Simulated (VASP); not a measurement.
Wanted: the native input for a VASP 6.6.1 run.

```
Task                   : single point
Functional             : PBE
Potentials or basis    : VASP PAW PBE potentials, release 64 (Na_pv, W_sv)
Cutoff                 : 520 eV
k mesh                 : 20 × 20 × 10
Occupations            : gaussian, width 0.1 eV
Spin                   : no spin polarisation
Dipole correction      : no
Further INCAR settings : ALGO = Fast; EDIFF = 1e-06; NBANDS = 18
```

The structure of NaW lies in POSCAR:

```
NaW
1.0
    2.6224816945      0.0000000000      0.0000000000
    0.0000000000      2.6224816945      0.0000000000
    0.0000000000      0.0000000000      5.5655817638
Na W
1 1
Direct
    0.5000000000      0.5000000000      0.5000000000
    0.0000000000      0.0000000000      0.0000000000
```

The cell was built from a structure type or drawn by symmetry, and may not be a known phase.

One way to write it, as run:

INCAR

```
SYSTEM = NaW
  PREC = Accurate
  ENCUT = 520
  EDIFF = 1E-6
  ISMEAR = 0
  SIGMA = 0.1
  LREAL = .False.
  LASPH = .True.
  NELM = 100
  ALGO = Fast
  ISIF = 2
  LWAVE = .False.
  LCHARG = .True.
  GGA = PE
  LELF = .True.
  LVHAR = .True.
  NBANDS = 18
```

KPOINTS

```
Automatic mesh
0
Gamma
  20 20 10
  0 0 0
```

Potentials or basis: VASP PAW PBE potentials, release 64 (Na_pv, W_sv).

Run with:

```sh
$ cat potpaw_PBE.64/Na_pv/POTCAR potpaw_PBE.64/W_sv/POTCAR > POTCAR
$ mpirun -np 1 vasp_std > vasp.out
```

It gave:

```
Pressure               : 0.2 GPa
Band gap on the k mesh : zero (an odd number of electrons rules out a gap without spin polarisation)
```

Caveat: spin-orbit coupling is left out, which moves the levels of the heavy elements.

It took 3.6 min on 1 thread of Intel Xeon 8259CL, with other jobs on the host, peak memory 0.35 GiB.
